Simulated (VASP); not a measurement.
# B in VASP: notebook, part 2 of 3

VASP 6.6.1. The steps go on from the part before.

**3. Single point, PBE**

This run uses another cell than the first one: it holds 4 atoms, not 8.

The input, INCAR:

```
PREC = Accurate
ENCUT = 520
EDIFF = 1E-6
ISMEAR = 0
SIGMA = 0.1
LREAL = F
LASPH = T
NELM = 60
ALGO = Normal
ISIF = 2
LWAVE = F
LCHARG = F
GGA = PE
NBANDS = 14
```

The input, KPOINTS:

```
regular mesh
0
Gamma
  18 18 14
```

The input, POSCAR:

```
B
1.0
    2.8021357273     -1.4534404445      0.0002912581
    2.8021357273      1.4534404445      0.0002912581
   -0.1316423746      0.0000000000      3.2430526607
B
4
Direct
    0.4027013729      0.4027013729      0.6942232475
    0.2690220993      0.2690220993      0.1707067527
    0.7309779007      0.7309779007      0.8292932473
    0.5972986271      0.5972986271      0.3057767525
```

Potentials or basis: VASP PAW PBE potentials, release 64 (B).

Run with:

```console
cat potpaw_PBE.64/B/POTCAR > POTCAR
mpirun -np 1 vasp_std > vasp.out
```

OUTCAR:

```text
PREC = Accurate
   ENCUT = 520
   EDIFF = 1E-6
   ISMEAR = 0
   LREAL = F
   LASPH = T
   NELM = 60
   ISIF = 2
   GGA = PE

 ion  position               nearest neighbor table
   1  0.403  0.403  0.694-   4 1.70   2 1.75   3 1.81   3 1.81   2 1.83   3 1.87
   2  0.269  0.269  0.171-   1 1.75   4 1.81   4 1.81   1 1.83   3 1.83   3 1.83   4 1.87
   3  0.731  0.731  0.829-   4 1.75   1 1.81   1 1.81   4 1.83   2 1.83   2 1.83   1 1.87
   4  0.597  0.597  0.306-   1 1.70   3 1.75   2 1.81   2 1.81   3 1.83   2 1.87

  LATTYP: Found a base centered monoclinic cell.
 ALAT       =     5.6042714849
 B/A-ratio  =     0.5186902342
 C/A-ratio  =     0.5791517044
 COS(beta)  =    -0.0404548604

  Lattice vectors:

 A1 = (   2.8021357273,  -1.4534404445,   0.0002912581)
 A2 = (   2.8021357273,   1.4534404445,   0.0002912581)
 A3 = (  -0.1316423746,   0.0000000000,   3.2430526607)

Analysis of symmetry for initial positions (statically):
=====================================================================
 Subroutine PRICEL returns:
 Original cell was already a primitive cell.

 Routine SETGRP: Setting up the symmetry group for a
 base centered monoclinic supercell.

 Subroutine GETGRP returns: Found  4 space group operations
 (whereof  4 operations were pure point group operations)
 out of a pool of  4 trial point group operations.

The static configuration has the point symmetry C_2h.

Analysis of symmetry for dynamics (positions and initial velocities):
=====================================================================
 Subroutine PRICEL returns:
 Original cell was already a primitive cell.

 Routine SETGRP: Setting up the symmetry group for a
 base centered monoclinic supercell.

 Subroutine GETGRP returns: Found  4 space group operations
 (whereof  4 operations were pure point group operations)
 out of a pool of  4 trial point group operations.

The dynamic configuration has the point symmetry C_2h.

 Subroutine INISYM returns: Found  4 space group operations
 (whereof  4 operations are pure point group operations),
 and found     1 'primitive' translations

----------------------------------------------------------------------------------------

                                     Primitive cell

  volume of cell :      26.4163

  direct lattice vectors                    reciprocal lattice vectors
     2.802135727 -1.453440444  0.000291258     0.178434572 -0.344011343  0.007243037
     2.802135727  1.453440444  0.000291258     0.178434572  0.344011343  0.007243037
    -0.131642375  0.000000000  3.243052661    -0.000032050  0.000000000  0.308350152

  length of vectors
     3.156652316  3.156652316  3.245723382     0.387601809  0.387601809  0.308350154

  position of ions in fractional coordinates (direct lattice)
     0.402701373  0.402701373  0.694223247
     0.269022099  0.269022099  0.170706753
     0.730977901  0.730977901  0.829293247
     0.597298627  0.597298627  0.305776753

  ion indices of the primitive-cell ions
   primitive index   ion index
                 1           1
                 2           2
                 3           3
                 4           4

[... 54 lines left out ...]
   number of dos      NEDOS =    301   number of ions     NIONS =      4
   total plane-waves  NPLWV =  13824
   dimension x,y,z NGX =    24 NGY =   24 NGZ =   24
   dimension x,y,z NGXF=    48 NGYF=   48 NGZF=   48
   ions per type =               4
   NGX,Y,Z   is equivalent  to a cutoff of  12.64, 12.64, 12.29 a.u.
   NGXF,Y,Z  is equivalent  to a cutoff of  25.28, 25.28, 24.59 a.u.
 SYSTEM =  unknown system
   PREC   = accura    normal or accurate (medium, high low for compatibility)
   ISTART =      0    job   : 0-new  1-cont  2-samecut
   ICHARG =      2    charge: 1-file 2-atom 10-const
   ISPIN  =      1    spin polarized calculation?
   LNONCOLLINEAR =      F non collinear calculations
   LSORBIT =      F    spin-orbit coupling
   LASPH  =      T    aspherical Exc in radial PAW
   ENCUT  =  520.0 eV  38.22 Ry    6.18 a.u.   5.87  5.87  6.03*2*pi/ulx,y,z
   NELM   =     60;   NELMIN=  2; NELMDL= -5     # of ELM steps
   EDIFF  = 0.1E-05   stopping-criterion for ELM
   LREAL  =      F    real-space projection
   EDIFFG = 0.1E-04   stopping-criterion for IOM
   NSW    =      0    number of steps for IOM
   IBRION =     -1    ionic relax: 0-MD 1-quasi-New 2-CG
   NFREE  =      0    steps in history (QN), initial steepest desc. (CG)
   ISIF   =      2    stress and relaxation
   ISYM   =      2    0-nonsym 1-usesym 2-fastsym
   POTIM  = 0.5000    time-step for ionic-motion
   TEBEG  =    0.0;   TEEND  =   0.0 temperature during run
   PSTRESS=    0.0 pullay stress
   NELECT =      12.0000    total number of electrons
   NUPDOWN=      -1.0000    fix difference up-down
   EMIN   =  10.00;   EMAX   =-10.00  energy-range for DOS
   EFERMI =   0.00;   METHOD = LEGACY
   ISMEAR =     0;   SIGMA  =   0.10  broadening in eV -4-tet -1-fermi 0-gaus
   EFERMI_NEDOS =   21; number of points for ismear=-14 and -15
   IALGO  =     38    algorithm
   IMIX   =      4    mixing-type and parameters
     AMIX     =   0.40;   BMIX     =  1.00
     AMIX_MAG =   1.60;   BMIX_MAG =  1.00
  volume/ion in A,a.u.               =       6.60        44.57
  Fermi-wavevector in a.u.,A,eV,Ry     =   1.258475  2.378172 21.548345  1.583759
  Thomas-Fermi vector in A             =   2.392082
   LORBIT       =      0    0 simple, 1 ext, 2 COOP (PROOUT), +10 PAW based schemes
   GGA     = PE    functional components
   LHFCALC =     F    Hartree Fock is set to
   AEXX    =    0.0000 exact exchange contribution
   IVDW    =     0    specifies the selected vdW correction
   LEPSILON=     F    determine dielectric tensor
   LRPA    =     F    only Hartree local field effects (RPA)
 non-spin polarized calculation
 Gauss-broadening in eV      SIGMA  =   0.10
  energy-cutoff  :      520.00
  volume of cell :       26.42
 maximum number of plane-waves:       730
   NGX = 11   NGY = 11   NGZ = 13

 number of electron      12.0000000 magnetization

 Free energy of the ion-electron system (eV)
  ---------------------------------------------------
  ext. energy  EPLUGINS =         0.00000000
  ---------------------------------------------------
  free energy    TOTEN  =       -25.94544659 eV

  energy without entropy =      -25.94321897  energy(sigma->0) =      -25.94433278

 E-fermi :   8.6177     XC(G=0): -12.1593

 val. band max:        8.6145289548   @ k =  -0.0556   0.3333   0.0714
 cond. band min:       8.6245673479   @ k =  -0.4444   0.4444   0.0000
 fundamental gap:      0.0100383931
 Fermi energy:         8.6177049235

 k-point     1 :       0.0000    0.0000    0.0000
  band No.  band energies     occupation
      1      -9.1896      2.00000
      2      -0.1908      2.00000
      3       3.1449      2.00000
      4       4.4354      2.00000
      5       4.6835      2.00000
      6       4.9003      2.00000
      7       9.0627      0.00000
      8      12.1906      0.00000
      9      13.9375      0.00000
     10      14.9235      0.00000
     11      16.0287      0.00000
     12      16.6381      0.00000
     13      18.1010      0.00000
     14      18.6389      0.00000
[... 377 lines left out ...]
      1      -8.0492      2.00000
      2      -0.0780      2.00000
      3       0.6032      2.00000
      4       2.9339      2.00000
      5       3.7878      2.00000
      6       5.1537      2.00000
      7       8.7815      0.02057
      8      12.0095      0.00000
      9      14.2642      0.00000
     10      15.8928      0.00000
     11      16.2123      0.00000
     12      17.8909      0.00000
     13      17.9790      0.00000
     14      21.0068      0.00000

 [... further k-points ...]

------------------------ aborting loop because EDIFF is reached ----------------------------------------

  FORCE on cell =-STRESS in cart. coord.  units (eV):
  Direction    XX          YY          ZZ          XY          YZ          ZX
  --------------------------------------------------------------------------------------
  -------------------------------------------------------------------------------------
  Total       -0.0042277      0.0027270     -0.0027216      0.0000000      0.0000000     -0.0012605
  in kB       -0.2564122      0.1653947     -0.1650665      0.0000000      0.0000000     -0.0764507
  external PRESSURE =      -0.0853613 kB  Pullay stress =       0.0000000 kB

 VOLUME and BASIS-vectors are now :
 -----------------------------------------------------------------------------
  energy-cutoff  :      520.00
  volume of cell :       26.42
      direct lattice vectors                 reciprocal lattice vectors
     2.802135727 -1.453440444  0.000291258     0.178434572 -0.344011343  0.007243037
     2.802135727  1.453440444  0.000291258     0.178434572  0.344011343  0.007243037
    -0.131642375  0.000000000  3.243052661    -0.000032050  0.000000000  0.308350152

 POSITION                                       TOTAL-FORCE (eV/Angst)
 -----------------------------------------------------------------------------------
      2.16546      0.00000      2.25164         0.001005      0.000000      0.001473
      1.48520      0.00000      0.55377         0.000925      0.000000     -0.000403
      3.98743      0.00000      2.68987        -0.000925      0.000000      0.000403
      3.30717      0.00000      0.99200        -0.001005      0.000000     -0.001473
 -----------------------------------------------------------------------------------
    total drift:                                0.000000      0.000000      0.000000

  FREE ENERGIE OF THE ION-ELECTRON SYSTEM (eV)
  ---------------------------------------------------
  free  energy   TOTEN  =       -25.9454465861 eV

  energy  without entropy=      -25.9432189711  energy(sigma->0) =      -25.94433278
```

Run time: 2.6 min. Hardware: 1 thread of Intel Xeon Platinum 8488C (Sapphire Rapids), shared host; peak memory 0.4 GiB.

What came out:

```
Free energy            : -25.9454 eV
Pressure               : 0.0 GPa
Band gap on the k mesh : zero (bands 6 and 7 overlap by 1.75 eV)
```

(Continued in part 3 of 3.)
